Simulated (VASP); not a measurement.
# Ru (Fm-3m) in VASP: further runs

Runs on Ru. Level: PBE. Tasks: single point.

Everything below comes from runs of VASP 6.6.1. Logs are shortened: lines on timing, memory, paths and dates and some standing lists are left out, and cuts for length are marked.

## 1. The cell of the first run

It takes space group Fm-3m (No. 225, cubic). Conventional cell: a = 3.761 Å, b = 3.761 Å, c = 3.761 Å, α = 90.00°, β = 90.00°, γ = 90.00°. Within 3.5 Å of Ru (site symmetry m-3m) lie 12 Ru at 2.66 Å.

## 2. Single point, PBE (volume scaled by 0.96)

The input, INCAR:

```
PREC = Accurate
ENCUT = 520
EDIFF = 1E-6
ISMEAR = -1
SIGMA = 0.1
LREAL = F
LASPH = T
NELM = 60
ALGO = Normal
ISIF = 2
LWAVE = F
LCHARG = F
GGA = PE
NBANDS = 13
```

The input, KPOINTS:

```
regular mesh
0
Gamma
  23 23 23
```

The input, POSCAR:

```
Ru
1.0
    0.0000000000      1.8803783847      1.8803783847
    1.8803783847      0.0000000000      1.8803783847
    1.8803783847      1.8803783847      0.0000000000
Ru
1
Direct
    0.0000000000      0.0000000000      0.0000000000
```

Potentials or basis: VASP PAW PBE potentials, release 64 (Ru_pv).

Launch:

```console
$ cat potpaw_PBE.64/Ru_pv/POTCAR > POTCAR
$ mpirun -np 1 vasp_std > vasp.out
```

OUTCAR:

```text
PREC = Accurate
   ENCUT = 520
   EDIFF = 1E-6
   ISMEAR = -1
   LREAL = F
   LASPH = T
   NELM = 60
   ISIF = 2
   GGA = PE

 ion  position               nearest neighbor table
   1  0.000  0.000  0.000-

  LATTYP: Found a face centered cubic cell.
 ALAT       =     3.7607567694

  Lattice vectors:

 A1 = (   0.0000000000,   1.8803783847,   1.8803783847)
 A2 = (   1.8803783847,   0.0000000000,   1.8803783847)
 A3 = (   1.8803783847,   1.8803783847,   0.0000000000)

Analysis of symmetry for initial positions (statically):
=====================================================================
 Subroutine PRICEL returns:
 Original cell was already a primitive cell.

 Routine SETGRP: Setting up the symmetry group for a
 face centered cubic supercell.

 Subroutine GETGRP returns: Found 48 space group operations
 (whereof 48 operations were pure point group operations)
 out of a pool of 48 trial point group operations.

The static configuration has the point symmetry O_h .

Analysis of symmetry for dynamics (positions and initial velocities):
=====================================================================
 Subroutine PRICEL returns:
 Original cell was already a primitive cell.

 Routine SETGRP: Setting up the symmetry group for a
 face centered cubic supercell.

 Subroutine GETGRP returns: Found 48 space group operations
 (whereof 48 operations were pure point group operations)
 out of a pool of 48 trial point group operations.

The dynamic configuration has the point symmetry O_h .

 Subroutine INISYM returns: Found 48 space group operations
 (whereof 48 operations are pure point group operations),
 and found     1 'primitive' translations

----------------------------------------------------------------------------------------

                                     Primitive cell

  volume of cell :      13.2974

  direct lattice vectors                    reciprocal lattice vectors
     0.000000000  1.880378385  1.880378385    -0.265903929  0.265903929  0.265903929
     1.880378385  0.000000000  1.880378385     0.265903929 -0.265903929  0.265903929
     1.880378385  1.880378385  0.000000000     0.265903929  0.265903929 -0.265903929

  length of vectors
     2.659256614  2.659256614  2.659256614     0.460559115  0.460559115  0.460559115

  position of ions in fractional coordinates (direct lattice)
     0.000000000  0.000000000  0.000000000

  ion indices of the primitive-cell ions
   primitive index   ion index
                 1           1

----------------------------------------------------------------------------------------

 KPOINTS: regular mesh

Automatic generation of k-mesh.
 Grid dimensions read from file:
 generate k-points for:   23   23   23

 Generating k-lattice:

  Cartesian coordinates                     Fractional coordinates (reciprocal lattice)
    -0.011561040  0.011561040  0.011561040     0.043478261  0.000000000  0.000000000
     0.011561040 -0.011561040  0.011561040     0.000000000  0.043478261  0.000000000
     0.011561040  0.011561040 -0.011561040     0.000000000  0.000000000  0.043478261

  Length of vectors
     0.020024309  0.020024309  0.020024309

  Shift w.r.t. Gamma in fractional coordinates (k-lattice)
     0.000000000  0.000000000  0.000000000

 Subroutine IBZKPT returns following result:
 ===========================================

 Found    364 irreducible k-points:

 Following reciprocal coordinates:
            Coordinates               Weight
  0.000000  0.000000  0.000000      1.000000
  0.043478  0.000000  0.000000      8.000000
  0.086957  0.000000  0.000000      8.000000
  0.130435  0.000000  0.000000      8.000000
  0.173913  0.000000  0.000000      8.000000
  0.217391  0.000000  0.000000      8.000000
[... 16 lines left out ...]
  0.478261  0.043478  0.000000     24.000000
 -0.478261  0.043478  0.000000     24.000000
 [... further k-points ...]
   k-points           NKPTS =    364   k-points in BZ     NKDIM =    364   number of bands    NBANDS=     13
   number of dos      NEDOS =    301   number of ions     NIONS =      1
   total plane-waves  NPLWV =   8000
   dimension x,y,z NGX =    20 NGY =   20 NGZ =   20
   dimension x,y,z NGXF=    40 NGYF=   40 NGZF=   40
   ions per type =               1
   NGX,Y,Z   is equivalent  to a cutoff of  12.50, 12.50, 12.50 a.u.
   NGXF,Y,Z  is equivalent  to a cutoff of  25.01, 25.01, 25.01 a.u.
 SYSTEM =  unknown system
   PREC   = accura    normal or accurate (medium, high low for compatibility)
   ISTART =      0    job   : 0-new  1-cont  2-samecut
   ICHARG =      2    charge: 1-file 2-atom 10-const
   ISPIN  =      1    spin polarized calculation?
   LNONCOLLINEAR =      F non collinear calculations
   LSORBIT =      F    spin-orbit coupling
   LASPH  =      T    aspherical Exc in radial PAW
   ENCUT  =  520.0 eV  38.22 Ry    6.18 a.u.   4.94  4.94  4.94*2*pi/ulx,y,z
   NELM   =     60;   NELMIN=  2; NELMDL= -5     # of ELM steps
   EDIFF  = 0.1E-05   stopping-criterion for ELM
   LREAL  =      F    real-space projection
   EDIFFG = 0.1E-04   stopping-criterion for IOM
   NSW    =      0    number of steps for IOM
   IBRION =     -1    ionic relax: 0-MD 1-quasi-New 2-CG
   NFREE  =      0    steps in history (QN), initial steepest desc. (CG)
   ISIF   =      2    stress and relaxation
   ISYM   =      2    0-nonsym 1-usesym 2-fastsym
   POTIM  = 0.5000    time-step for ionic-motion
   TEBEG  =    0.0;   TEEND  =   0.0 temperature during run
   PSTRESS=    0.0 pullay stress
   NELECT =      14.0000    total number of electrons
   NUPDOWN=      -1.0000    fix difference up-down
   EMIN   =  10.00;   EMAX   =-10.00  energy-range for DOS
   EFERMI =   0.00;   METHOD = LEGACY
   ISMEAR =    -1;   SIGMA  =   0.10  broadening in eV -4-tet -1-fermi 0-gaus
   EFERMI_NEDOS =   21; number of points for ismear=-14 and -15
   IALGO  =     38    algorithm
   IMIX   =      4    mixing-type and parameters
     AMIX     =   0.40;   BMIX     =  1.00
     AMIX_MAG =   1.60;   BMIX_MAG =  1.00
  volume/ion in A,a.u.               =      13.30        89.74
  Fermi-wavevector in a.u.,A,eV,Ry     =   1.665440  3.147225 37.738338  2.773690
  Thomas-Fermi vector in A             =   2.751809
   LORBIT       =      0    0 simple, 1 ext, 2 COOP (PROOUT), +10 PAW based schemes
   GGA     = PE    functional components
   LHFCALC =     F    Hartree Fock is set to
   AEXX    =    0.0000 exact exchange contribution
   IVDW    =     0    specifies the selected vdW correction
   LEPSILON=     F    determine dielectric tensor
   LRPA    =     F    only Hartree local field effects (RPA)
 non-spin polarized calculation
  energy-cutoff  :      520.00
  volume of cell :       13.30
 maximum number of plane-waves:       370
   NGX =  9   NGY =  9   NGZ =  9

 number of electron      14.0000006 magnetization

 Free energy of the ion-electron system (eV)
  ---------------------------------------------------
  ext. energy  EPLUGINS =         0.00000000
  ---------------------------------------------------
  free energy    TOTEN  =        -9.11687949 eV

  energy without entropy =       -9.08239844  energy(sigma->0) =       -9.09963896

 E-fermi :  13.1462     XC(G=0): -14.2478

 val. band max:       13.1436901499   @ k =   0.4348   0.3043   0.1304
 cond. band min:      13.1464768418   @ k =   0.1739   0.0870   0.0435
 fundamental gap:      0.0027866919
 Fermi energy:        13.1461699154

 k-point     1 :       0.0000    0.0000    0.0000
  band No.  band energies     occupation
      1     -29.2901      2.00000
      2     -29.2901      2.00000
      3     -29.2901      2.00000
      4       5.1103      2.00000
      5      10.4766      2.00000
      6      10.4766      2.00000
      7      10.4766      2.00000
      8      13.0080      1.59861
      9      13.0080      1.59861
     10      23.6567      0.00000
     11      28.1761      0.00000
     12      34.0390      0.00000
     13      34.0390      0.00000

 k-point     2 :       0.0435    0.0000    0.0000
  band No.  band energies     occupation
      1     -29.3125      2.00000
      2     -29.2930      2.00000
      3     -29.2930      2.00000
      4       5.1936      2.00000
      5      10.4316      2.00000
      6      10.5123      2.00000
      7      10.5123      2.00000
      8      12.9841      1.66973
      9      12.9841      1.66973
     10      23.6567      0.00000
     11      28.3187      0.00000
     12      33.6128      0.00000
     13      34.1757      0.00000

 k-point     3 :       0.0870    0.0000    0.0000
  band No.  band energies     occupation
      1     -29.3778      2.00000
      2     -29.3015      2.00000
      3     -29.3015      2.00000
      4       5.4362      2.00000
      5      10.3102      2.00000
      6      10.6113      2.00000
      7      10.6113      2.00000
      8      12.9238      1.80466
      9      12.9238      1.80466
     10      23.6567      0.00000
     11      28.7246      0.00000
     12      32.6406      0.00000
     13      34.5788      0.00000

 k-point     4 :       0.1304    0.0000    0.0000
  band No.  band energies     occupation
      1     -29.4802      2.00000
      2     -29.3148      2.00000
      3     -29.3148      2.00000
      4       5.8132      2.00000
      5      10.1535      2.00000
      6      10.7466      2.00000
      7      10.7466      2.00000
      8      12.8624      1.88935
      9      12.8624      1.88935
     10      23.6567      0.00000
     11      29.3204      0.00000
     12      31.5091      0.00000
     13      35.2280      0.00000

 k-point     5 :       0.1739    0.0000    0.0000
  band No.  band energies     occupation
      1     -29.6114      2.00000
      2     -29.3320      2.00000
      3     -29.3320      2.00000
      4       6.2728      2.00000
      5      10.0323      2.00000
      6      10.8681      2.00000
      7      10.8681      2.00000
      8      12.8597      1.89217
      9      12.8597      1.89217
     10      23.6566      0.00000
     11      29.8794      0.00000
     12      30.4812      0.00000
     13      36.0911      0.00000

 k-point     6 :       0.2174    0.0000    0.0000
  band No.  band energies     occupation
      1     -29.7607      2.00000
      2     -29.3517      2.00000
      3     -29.3517      2.00000
      4       6.7204      2.00000
      5      10.0555      2.00000
      6      10.9162      2.00000
      7      10.9162      2.00000
      8      12.9821      1.67515
      9      12.9821      1.67515
     10      23.6566      0.00000
     11      29.1802      0.00000
     12      30.6057      0.00000
     13      37.1234      0.00000

 k-point     7 :       0.2609    0.0000    0.0000
  band No.  band energies     occupation
      1     -29.9164      2.00000
      2     -29.3725      2.00000
      3     -29.3725      2.00000
      4       7.0295      2.00000
      5      10.3539      2.00000
      6      10.8680      2.00000
      7      10.8680      2.00000
      8      13.2527      0.51258
      9      13.2527      0.51258
     10      23.6566      0.00000
     11      28.1605      0.00000
     12      30.6457      0.00000
     13      38.2342      0.00000
[... 193 lines left out ...]
 k-point    20 :       0.3478    0.0435    0.0000
  band No.  band energies     occupation
      1     -30.1568      2.00000
      2     -29.4219      2.00000
      3     -29.4069      2.00000
      4       7.1961      2.00000
      5      10.5938      2.00000
      6      10.7418      2.00000
      7      11.3250      2.00000
      8      13.8807      0.00129
      9      14.1557      0.00008
     10      23.6561      0.00000
     11      26.5308      0.00000
     12      29.6882      0.00000
     13      36.4540      0.00000

 k-point    21 :       0.3913    0.0435    0.0000
  band No.  band energies     occupation
      1     -30.2742      2.00000
      2     -29.4358      2.00000
      3     -29.4262      2.00000
      4       7.1245      2.00000
      5      10.4530      2.00000
      6      10.6099      2.00000
      7      12.1612      1.99989
      8      14.4385      0.00000
      9      14.5213      0.00000
     10      23.6555      0.00000
     11      25.4612      0.00000
     12      28.9177      0.00000
     13      35.5196      0.00000

 k-point    22 :       0.4348    0.0435    0.0000
  band No.  band energies     occupation
      1     -30.3617      2.00000
      2     -29.4450      2.00000
      3     -29.4421      2.00000
      4       7.0430      2.00000
      5      10.3462      2.00000
      6      10.5000      2.00000
      7      12.9231      1.80593
      8      14.8006      0.00000
      9      14.9843      0.00000
     10      23.6533      0.00000
     11      24.4483      0.00000
     12      28.3403      0.00000
     13      34.8207      0.00000

 k-point    23 :       0.4783    0.0435    0.0000
  band No.  band energies     occupation
      1     -30.4137      2.00000
      2     -29.4534      2.00000
      3     -29.4486      2.00000
      4       6.9871      2.00000
      5      10.2862      2.00000
      6      10.4276      2.00000
      7      13.4429      0.09782
      8      14.9411      0.00000
      9      15.4204      0.00000
     10      23.6189      0.00000
     11      23.7404      0.00000
     12      28.0131      0.00000
     13      34.4707      0.00000

 k-point    24 :      -0.4783    0.0435    0.0000
  band No.  band energies     occupation
      1     -30.4269      2.00000
      2     -29.4592      2.00000
      3     -29.4466      2.00000
      4       6.9726      2.00000
      5      10.2781      2.00000
      6      10.4015      2.00000
      7      13.6026      0.02062
      8      14.9124      0.00000
      9      15.5919      0.00000
     10      23.4741      0.00000
     11      23.6748      0.00000
     12      27.9324      0.00000
     13      34.3166      0.00000

 [... further k-points ...]
[... 5 lines left out ...]
  --------------------------------------------------------------------------------------
  -------------------------------------------------------------------------------------
  Total        1.1207431      1.1207431      1.1207431      0.0000000      0.0000000     -0.0000000
  in kB      135.0364155    135.0364155    135.0364155      0.0000000      0.0000000     -0.0000000
  external PRESSURE =     135.0364155 kB  Pullay stress =       0.0000000 kB

 VOLUME and BASIS-vectors are now :
 -----------------------------------------------------------------------------
  energy-cutoff  :      520.00
  volume of cell :       13.30
      direct lattice vectors                 reciprocal lattice vectors
     0.000000000  1.880378385  1.880378385    -0.265903929  0.265903929  0.265903929
     1.880378385  0.000000000  1.880378385     0.265903929 -0.265903929  0.265903929
     1.880378385  1.880378385  0.000000000     0.265903929  0.265903929 -0.265903929

 POSITION                                       TOTAL-FORCE (eV/Angst)
 -----------------------------------------------------------------------------------
      0.00000      0.00000      0.00000        -0.000000      0.000000      0.000000
 -----------------------------------------------------------------------------------
    total drift:                               -0.000000     -0.000000     -0.000000

  FREE ENERGIE OF THE ION-ELECTRON SYSTEM (eV)
  ---------------------------------------------------
  free  energy   TOTEN  =        -9.1168794943 eV

  energy  without entropy=       -9.0823984351  energy(sigma->0) =       -9.09963896
```

Run time: 28 s. Hardware: 1 thread of AMD EPYC 9R45 (Zen 5), shared host; peak memory 0.14 GiB.

Results:

| Quantity | Value |
| --- | --- |
| Free energy | -9.1169 eV |
| Pressure | 13.5 GPa |
| Band gap on the k mesh | zero (band 7 reaches 15.44 eV, above the bottom of band 8 at 11.85 eV) |

Levels at points of the mesh, in eV from the Fermi level:
| k point | band 3 | band 4 | band 5 | band 6 | band 7 | band 8 | band 9 | band 10 | band 11 | band 12 |
| --- | --- | --- | --- | --- | --- | --- | --- | --- | --- | --- |
| (0.00, 0.00, 0.00) | -42.44 | -8.04 | -2.67 | -2.67 | -2.67 | -0.14 | -0.14 | 10.51 | 15.03 | 20.89 |

Caveat: the cell differs from its parent crystal (volume scaled by 0.96).

## 3. Single point, PBE

This run uses another cell than the first one, of 13.85 Å³/atom, 1.042 times its volume.

The input, INCAR:

```
  ALGO = Normal
  EDIFF = 1E-6
  ENCUT = 520
  GGA = PE
  ISIF = 2
  ISMEAR = -1
  LASPH = T
  LCHARG = F
  LREAL = F
  LWAVE = F
  NBANDS = 13
  NELM = 100
  PREC = Accurate
  SIGMA = 0.1
```

The input, KPOINTS:

```
k-points
0
Gamma
  23 23 23
```

The input, POSCAR:

```
Ru
1.0
    0.0000000000      1.9061401940      1.9061401940
    1.9061401940      0.0000000000      1.9061401940
    1.9061401940      1.9061401940      0.0000000000
Ru
1
Direct
    0.0000000000      0.0000000000      0.0000000000
```

Potentials or basis: VASP PAW PBE potentials, release 64 (Ru_pv).

Launch:

```console
$ cat potpaw_PBE.64/Ru_pv/POTCAR > POTCAR
$ mpirun -np 1 vasp_std > vasp.out
```

Wall time 27 s (1 thread of AMD EPYC 9R45 (Zen 5), shared host); peak memory 0.14 GiB.

It converged, with:

- Free energy: -9.1393 eV
- Pressure: -0.2 GPa
- Band gap on the k mesh: zero (band 7 reaches 14.54 eV, above the bottom of band 8 at 11.19 eV)

Levels at points of the mesh, in eV from the Fermi level:
```csv
k point,band 3,band 4,band 5,band 6,band 7,band 8,band 9,band 10,band 11,band 12
"(0.00, 0.00, 0.00)",-42.43,-7.80,-2.51,-2.51,-2.51,-0.14,-0.14,10.56,15.06,20.70
```

## 4. Single point, PBE (volume scaled by 1.04)

The input, INCAR:

```
SYSTEM = Ru
PREC = Accurate
ENCUT = 520
EDIFF = 1E-6
ISMEAR = -1
SIGMA = 0.1
LREAL = .False.
LASPH = .True.
NELM = 80
ALGO = Normal
ISIF = 2
LWAVE = .False.
LCHARG = .True.
GGA = PE
LELF = .True.
LVHAR = .True.
NBANDS = 13
```

The input, KPOINTS:

```
regular mesh
0
Gamma
  23 23 23
  0 0 0
```

The input, POSCAR:

```
Ru
1.0
    0.0000000000      1.9312238625      1.9312238625
    1.9312238625      0.0000000000      1.9312238625
    1.9312238625      1.9312238625      0.0000000000
Ru
1
Direct
    0.0000000000      0.0000000000      0.0000000000
```

Launch:

```console
$ cat potpaw_PBE.64/Ru_pv/POTCAR > POTCAR
$ mpirun -np 1 vasp_std > vasp.out
```

Run time: 28 s. Hardware: 1 thread of AMD EPYC 9R45 (Zen 5), shared host; peak memory 0.14 GiB.

It converged, with:

```yaml
Free_energy: -9.1193 eV
Pressure: -11.1 GPa
Band_gap_on_the_k_mesh: zero (band 7 reaches 13.72 eV, above the bottom of band 8 at 10.58 eV)
```

Levels at points of the mesh, in eV from the Fermi level:
| k point | band 4 | band 5 | band 6 | band 7 | band 8 | band 9 | band 10 | band 11 |
| --- | --- | --- | --- | --- | --- | --- | --- | --- |
| (0.00, 0.00, 0.00) | -7.56 | -2.37 | -2.37 | -2.37 | -0.13 | -0.13 | 10.61 | 15.08 |

Caveat: the cell differs from its parent crystal (volume scaled by 1.04).

## 5. Summary

```tsv
cell	gap on the mesh (eV)	pressure (GPa)
a = 2.659 Å, angles 60.0°, 1 atom	none	13.5
a = 2.696 Å, angles 60.0°, 1 atom	none	-0.2
a = 2.731 Å, angles 60.0°, 1 atom	none	-11.1
```

Alike in all rows: task single point; level PBE; potentials or basis VASP PAW PBE potentials, release 64 (Ru_pv); no spin polarisation; k mesh 23 × 23 × 23; cutoff (eV) 520; smearing fermi-dirac 0.1 eV.

Absolute energies hang on the potentials; compare differences alone.
